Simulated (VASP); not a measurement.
# Be3H (Cm) in VASP: notebook

Runs on Be3H. Level: PBE. Tasks: single point, relaxation of cell and atoms.

Program: VASP 6.6.1. These are calculated values, not measurements. Logs are shortened: lines on timing, memory, paths and dates and some standing lists are left out, and cuts for length are marked.

**1. The cell of the first run**

Symmetry: Cm, No. 8, monoclinic system. The conventional cell has a = 4.705 Å, b = 5.850 Å, c = 4.433 Å, α = 90.00°, β = 96.96°, γ = 90.00°. Within 1.9 Å of Be (site symmetry 1) lie 1 H at 1.44 Å. Be (site symmetry 1) has 3 H at 1.50 to 2.70 Å and 10 Be at 2.08 to 2.69 Å within 2.7 Å. Be (site symmetry m) has 1 H at 1.56 Å and 10 Be at 2.13 to 2.32 Å within 2.4 Å. Within 2.8 Å of Be (site symmetry m) lie 10 Be at 2.08 to 2.34 Å and 3 H at 2.32 to 2.77 Å. Within 2.0 Å of H (site symmetry m) lie 2 Be at 1.44 Å and 1 H at 1.92 Å. Within 2.0 Å of H (site symmetry m) lie 3 Be at 1.50 to 1.56 Å and 1 H at 1.92 Å.

**2. Single point, PBE**

INCAR reads:

```
  PREC = Accurate
  ENCUT = 520
  EDIFF = 1E-6
  ISMEAR = 0
  SIGMA = 0.1
  LREAL = False
  LASPH = True
  NELM = 60
  ALGO = Normal
  ISIF = 2
  LWAVE = False
  LCHARG = False
  GGA = PE
  NBANDS = 17
```

KPOINTS reads:

```
regular mesh
0
Gamma
  8 8 4
```

POSCAR reads:

```
Be3H
1.0
    3.7311477099     -0.3996448851     -0.0983608016
   -0.4134200434      3.7290557614     -0.1200630716
   -0.2462140339     -0.2238610192      4.4203238036
Be H
6 2
Direct
    1.0035094514      0.6162937680      0.3154480017
   -0.0643813875      0.3954773195      0.7814915639
    0.6163009591      1.0035202629      0.3154581803
    0.3954765940      0.9356115046      0.7814924125
    0.4534231047      0.4534272994      0.0367004007
    0.4706362413      0.4706383345      0.5330041991
   -0.0024071333     -0.0024078903      0.3158745488
    0.1274421703      1.1274394014     -0.0794693069
```

Potentials or basis: VASP PAW PBE potentials, release 64 (Be, H).

Command:

```console
cat potpaw_PBE.64/Be/POTCAR potpaw_PBE.64/H/POTCAR > POTCAR
mpirun -np 1 vasp_std > vasp.out
```

OUTCAR:

```text
PREC = Accurate
   ENCUT = 520
   EDIFF = 1E-6
   ISMEAR = 0
   LREAL = False
   LASPH = True
   NELM = 60
   ISIF = 2
   GGA = PE

 ion  position               nearest neighbor table
   1  0.004  0.616  0.315-   7 1.44   6 2.13   5 2.26   3 2.27   6 2.27   2 2.30   5 2.32
   2  0.936  0.395  0.781-   8 1.50   6 2.08   5 2.13   5 2.25   1 2.30   6 2.34   4 2.36   4 2.36

   3  0.616  0.004  0.315-   7 1.44   6 2.13   5 2.26   1 2.27   6 2.27   4 2.30   5 2.32
   4  0.395  0.936  0.781-   8 1.50   6 2.08   5 2.13   5 2.25   3 2.30   6 2.34   2 2.36   2 2.36

   5  0.453  0.453  0.037-   8 1.56   2 2.13   4 2.13   6 2.19   6 2.24   4 2.25   2 2.25   1 2.26
                             3 2.26   1 2.32   3 2.32
   6  0.471  0.471  0.533-   2 2.08   4 2.08   1 2.13   3 2.13   5 2.19   5 2.24   1 2.27   3 2.27
                             2 2.34   4 2.34
   7  0.998  0.998  0.316-   3 1.44   1 1.44
   8  0.127  0.127  0.921-   2 1.50   4 1.50   5 1.56

  LATTYP: Found a base centered monoclinic cell.
 ALAT       =    10.5285704567
 B/A-ratio  =     0.5556438289
 C/A-ratio  =     0.4210288380
 COS(beta)  =    -0.8962172182

  Lattice vectors:

 A1 = (   3.9773617438,  -0.1757838659,  -4.5186846052)
 A2 = (  -0.1672060095,   3.9529167806,  -4.5403868752)
 A3 = (  -0.2462140339,  -0.2238610192,   4.4203238036)

Analysis of symmetry for initial positions (statically):
=====================================================================
 Subroutine PRICEL returns:
 Original cell was already a primitive cell.

 Routine SETGRP: Setting up the symmetry group for a
 base centered monoclinic supercell.

 Subroutine GETGRP returns: Found  1 space group operations
 (whereof  1 operations were pure point group operations)
 out of a pool of  4 trial point group operations.

The static configuration has the point symmetry C_1 .

Analysis of symmetry for dynamics (positions and initial velocities):
=====================================================================
 Subroutine PRICEL returns:
 Original cell was already a primitive cell.

 Routine SETGRP: Setting up the symmetry group for a
 base centered monoclinic supercell.

 Subroutine GETGRP returns: Found  1 space group operations
 (whereof  1 operations were pure point group operations)
 out of a pool of  4 trial point group operations.

The dynamic configuration has the point symmetry C_1 .

 Subroutine INISYM returns: Found  1 space group operations
 (whereof  1 operations are pure point group operations),
 and found     1 'primitive' translations

----------------------------------------------------------------------------------------

                                     Primitive cell

  volume of cell :      60.5610

  direct lattice vectors                    reciprocal lattice vectors
     3.731147710 -0.399644885 -0.098360802     0.271738379  0.030663475  0.016688859
    -0.413420043  3.729055761 -0.120063072     0.029533495  0.271934986  0.015416790
    -0.246214034 -0.223861019  4.420323804     0.006848884  0.008068512  0.227017875

  length of vectors
     3.753778645  3.753823137  4.432831785     0.273971738  0.273968139  0.227264436

  position of ions in fractional coordinates (direct lattice)
     0.003509451  0.616293768  0.315448002
     0.935618613  0.395477320  0.781491564
     0.616300959  0.003520263  0.315458180
     0.395476594  0.935611505  0.781492413
     0.453423105  0.453427299  0.036700401
     0.470636241  0.470638335  0.533004199
     0.997592867  0.997592110  0.315874549
     0.127442170  0.127439401  0.920530693

  ion indices of the primitive-cell ions
   primitive index   ion index
                 1           1
                 2           2
                 3           3
                 4           4
                 5           5
                 6           6
                 7           7
                 8           8

----------------------------------------------------------------------------------------

 KPOINTS: regular mesh

Automatic generation of k-mesh.
 Grid dimensions read from file:
 generate k-points for:    8    8    4

 Generating k-lattice:

  Cartesian coordinates                     Fractional coordinates (reciprocal lattice)
     0.033967297  0.003832934  0.002086107     0.125000000 -0.000000000 -0.000000000
     0.003691687  0.033991873  0.001927099     0.000000000  0.125000000  0.000000000
     0.001712221  0.002017128  0.056754469     0.000000000  0.000000000  0.250000000

  Length of vectors
     0.034246467  0.034246017  0.056816109

  Shift w.r.t. Gamma in fractional coordinates (k-lattice)
     0.000000000  0.000000000  0.000000000

 Subroutine IBZKPT returns following result:
 ===========================================

 Found    132 irreducible k-points:

 Following reciprocal coordinates:
            Coordinates               Weight
  0.000000  0.000000  0.000000      1.000000
  0.125000  0.000000 -0.000000      2.000000
  0.000000 -0.125000  0.000000      2.000000
  0.250000  0.000000 -0.000000      2.000000
  0.000000 -0.250000  0.000000      2.000000
  0.375000  0.000000  0.000000      2.000000
[... 16 lines left out ...]
  0.375000  0.250000  0.000000      2.000000
 -0.250000 -0.375000  0.000000      2.000000
 [... further k-points ...]
   k-points           NKPTS =    132   k-points in BZ     NKDIM =    132   number of bands    NBANDS=     17
   number of dos      NEDOS =    301   number of ions     NIONS =      8
   total plane-waves  NPLWV =  28224
   dimension x,y,z NGX =    28 NGY =   28 NGZ =   36
   dimension x,y,z NGXF=    56 NGYF=   56 NGZF=   72
   ions per type =               6   2
   NGX,Y,Z   is equivalent  to a cutoff of  12.40, 12.40, 13.50 a.u.
   NGXF,Y,Z  is equivalent  to a cutoff of  24.80, 24.80, 27.00 a.u.
 SYSTEM =  unknown system
   PREC   = accura    normal or accurate (medium, high low for compatibility)
   ISTART =      0    job   : 0-new  1-cont  2-samecut
   ICHARG =      2    charge: 1-file 2-atom 10-const
   ISPIN  =      1    spin polarized calculation?
   LNONCOLLINEAR =      F non collinear calculations
   LSORBIT =      F    spin-orbit coupling
   LASPH  =      T    aspherical Exc in radial PAW
   ENCUT  =  520.0 eV  38.22 Ry    6.18 a.u.   6.98  6.98  8.24*2*pi/ulx,y,z
   NELM   =     60;   NELMIN=  2; NELMDL= -5     # of ELM steps
   EDIFF  = 0.1E-05   stopping-criterion for ELM
   LREAL  =      F    real-space projection
   EDIFFG = 0.1E-04   stopping-criterion for IOM
   NSW    =      0    number of steps for IOM
   IBRION =     -1    ionic relax: 0-MD 1-quasi-New 2-CG
   NFREE  =      0    steps in history (QN), initial steepest desc. (CG)
   ISIF   =      2    stress and relaxation
   ISYM   =      2    0-nonsym 1-usesym 2-fastsym
   POTIM  = 0.5000    time-step for ionic-motion
   TEBEG  =    0.0;   TEEND  =   0.0 temperature during run
   PSTRESS=    0.0 pullay stress
   NELECT =      14.0000    total number of electrons
   NUPDOWN=      -1.0000    fix difference up-down
   EMIN   =  10.00;   EMAX   =-10.00  energy-range for DOS
   EFERMI =   0.00;   METHOD = LEGACY
   ISMEAR =     0;   SIGMA  =   0.10  broadening in eV -4-tet -1-fermi 0-gaus
   EFERMI_NEDOS =   21; number of points for ismear=-14 and -15
   IALGO  =     38    algorithm
   IMIX   =      4    mixing-type and parameters
     AMIX     =   0.40;   BMIX     =  1.00
     AMIX_MAG =   1.60;   BMIX_MAG =  1.00
  volume/ion in A,a.u.               =       7.57        51.09
  Fermi-wavevector in a.u.,A,eV,Ry     =   1.004739  1.898681 13.735077  1.009500
  Thomas-Fermi vector in A             =   2.137374
   LORBIT       =      0    0 simple, 1 ext, 2 COOP (PROOUT), +10 PAW based schemes
   GGA     = PE    functional components
   LHFCALC =     F    Hartree Fock is set to
   AEXX    =    0.0000 exact exchange contribution
   IVDW    =     0    specifies the selected vdW correction
   LEPSILON=     F    determine dielectric tensor
   LRPA    =     F    only Hartree local field effects (RPA)
 non-spin polarized calculation
 Gauss-broadening in eV      SIGMA  =   0.10
  energy-cutoff  :      520.00
  volume of cell :       60.56
 maximum number of plane-waves:      1644
   NGX = 13   NGY = 13   NGZ = 17

 number of electron      14.0000000 magnetization

 Free energy of the ion-electron system (eV)
  ---------------------------------------------------
  ext. energy  EPLUGINS =         0.00000000
  ---------------------------------------------------
  free energy    TOTEN  =       -27.35112798 eV

  energy without entropy =      -27.34703183  energy(sigma->0) =      -27.34907991

 E-fermi :   5.1678     XC(G=0): -10.0997

 val. band max:        5.1483763570   @ k =  -0.1250   0.5000   0.0000
 cond. band min:       5.2090755783   @ k =  -0.2500   0.5000  -0.0000
 fundamental gap:      0.0606992213
 Fermi energy:         5.1678365139

 k-point     1 :       0.0000    0.0000    0.0000
  band No.  band energies     occupation
      1      -5.9919      2.00000
      2      -1.2046      2.00000
      3       0.5904      2.00000
      4       1.8726      2.00000
      5       1.9714      2.00000
      6       2.9986      2.00000
[... 9 lines left out ...]
     16      14.0799      0.00000
     17      14.7102      0.00000

 k-point     2 :       0.1250    0.0000   -0.0000
  band No.  band energies     occupation
      1      -5.8689      2.00000
      2      -1.2199      2.00000
      3       0.4849      2.00000
      4       1.2484      2.00000
      5       2.0116      2.00000
      6       3.1865      2.00000
[... 9 lines left out ...]
     16      13.6691      0.00000
     17      14.7490      0.00000
[... 421 lines left out ...]
 k-point    24 :      -0.2500   -0.3750    0.0000
  band No.  band energies     occupation
      1      -4.3232      2.00000
      2      -2.5129      2.00000
      3      -0.5730      2.00000
      4       0.4046      2.00000
      5       1.6632      2.00000
      6       3.3577      2.00000
[... 9 lines left out ...]
     16      14.9788      0.00000
     17      15.4634      0.00000

 [... further k-points ...]

------------------------ aborting loop because EDIFF is reached ----------------------------------------

  FORCE on cell =-STRESS in cart. coord.  units (eV):
  Direction    XX          YY          ZZ          XY          YZ          ZX
  --------------------------------------------------------------------------------------
  -------------------------------------------------------------------------------------
  Total        0.0403341      0.0389386     -0.0068273     -0.0320834      0.0141825      0.0152435
  in kB        1.0670621      1.0301444     -0.1806200     -0.8487855      0.3752055      0.4032747
  external PRESSURE =       0.6388622 kB  Pullay stress =       0.0000000 kB

 VOLUME and BASIS-vectors are now :
 -----------------------------------------------------------------------------
  energy-cutoff  :      520.00
  volume of cell :       60.56
      direct lattice vectors                 reciprocal lattice vectors
     3.731147710 -0.399644885 -0.098360802     0.271738379  0.030663475  0.016688859
    -0.413420043  3.729055761 -0.120063072     0.029533495  0.271934986  0.015416790
    -0.246214034 -0.223861019  4.420323804     0.006848884  0.008068512  0.227017875

 POSITION                                       TOTAL-FORCE (eV/Angst)
 -----------------------------------------------------------------------------------
     -0.31936      2.22617      1.32004         0.002160     -0.015282     -0.003484
      3.13502      0.92590      3.31494        -0.011167      0.007682     -0.002332
      2.22038     -0.30379      1.33338        -0.015457      0.001978     -0.003612
      0.89637      3.15595      3.30322         0.007760     -0.010873     -0.002218
      1.49530      1.50143      0.06319         0.006973      0.006864      0.011018
      1.43021      1.44763      2.25325         0.002363      0.002356     -0.006138
      3.23197      3.25068      1.17837         0.011541      0.011353     -0.003464
      0.19617      0.21823      4.04121        -0.004173     -0.004078      0.010231
 -----------------------------------------------------------------------------------
    total drift:                                0.000047      0.000048      0.000006

  FREE ENERGIE OF THE ION-ELECTRON SYSTEM (eV)
  ---------------------------------------------------
  free  energy   TOTEN  =       -27.3511279805 eV

  energy  without entropy=      -27.3470318333  energy(sigma->0) =      -27.34907991
```

Run time: 51 s. Hardware: 1 thread of Intel Xeon Platinum 8488C (Sapphire Rapids), shared host; peak memory 0.24 GiB.

What came out:

| Quantity | Value |
| --- | --- |
| Free energy | -27.3511 eV |
| Pressure | 0.1 GPa |
| Largest force | 0.017 eV/Å |
| Band gap on the k mesh | zero (bands 7 and 8 overlap by 2.85 eV) |

Forces in eV/Å, atoms in the order of the input:
```
Be   0.002 -0.015 -0.003
Be  -0.011  0.008 -0.002
Be  -0.015  0.002 -0.004
Be   0.008 -0.011 -0.002
Be   0.007  0.007  0.011
Be   0.002  0.002 -0.006
H    0.012  0.011 -0.003
H   -0.004 -0.004  0.010
```

(Continued in part 2 of 2.)

The gap in the log of VASP goes by the Fermi energy; the results here count the filled bands.